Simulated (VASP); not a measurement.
InB3As4:

```xyz
8
Lattice="-2.4902 2.4902 4.9803 2.4902 -2.4902 4.9803 2.4902 2.4902 -4.9803" Properties=species:S:1:pos:R:3 pbc="T T T"
B     0.0000    2.4902    2.4902
B     0.0000    0.0000    4.9803
B     2.4902    0.0000    2.4902
As    1.2451   -1.2451    3.7353
As    1.2451    1.2451    6.2254
As   -1.2451    1.2451    3.7353
As    1.2451    1.2451    1.2451
In    0.0000    0.0000    0.0000
```

```yaml
Program: VASP 6.6.1
Task: relaxation of cell and atoms
Functional: PBE
Potentials_or_basis: VASP PAW PBE potentials, release 64 (B, As, In_d)
Cutoff: 600 eV
k_mesh: 6 × 6 × 6
Occupations: fermi-dirac, width 0.02 eV
Spin: no spin polarisation
```

At the start: pressure 26.5 GPa; volume 15.44 Å³/atom.

Task: Where does the relaxation end?

Result: Over 12 steps the energy falls by 637.0 meV/atom and the volume is 17.17 Å³/atom (+11.2 %); space group I-42m (No. 121, to 0.1 Å) before and after.

The path:
| step | energy change (eV) | largest force (eV/Å) | pressure (GPa) | volume (Å³) |
| --- | --- | --- | --- | --- |
| 1 | 0.0000 | 9.0098 | 26.54 | 123.53 |
| 2 | -2.2323 | 1.5418 | -13.32 | 175.13 |
| 3 | -4.8317 | 0.6997 | -5.36 | 147.04 |
| 4 | -4.8452 | 0.8159 | -4.70 | 146.00 |
| 5 | -4.8483 | 0.9396 | -4.08 | 145.07 |
| 6 | -5.0729 | 0.3921 | 0.16 | 137.43 |
| 7 | -5.0791 | 0.2745 | 1.13 | 135.99 |
| 8 | -5.0948 | 0.0541 | -0.01 | 137.32 |
| 9 | -5.0948 | 0.0541 | -0.01 | 137.32 |
| 10 | -5.0958 | 0.0172 | 0.00 | 137.35 |
| 11 | -5.0960 | 0.0111 | 0.00 | 137.36 |
| 12 | -5.0960 | 0.0012 | -0.01 | 137.37 |

Final structure:
```
B As In
1.0
    -2.59411    2.59411    5.10331
     2.59411   -2.59411    5.10331
     2.59411    2.59411   -5.10331
B As In
3 4 1
Direct
  0.75000 0.25000 0.50000
  0.50000 0.50000 0.00000
  0.25000 0.75000 0.50000
  0.14780 0.57719 0.00000
  0.85220 0.85220 0.42939
  0.57719 0.14780 0.00000
  0.42281 0.42281 0.57061
  0.00000 0.00000 0.00000
```
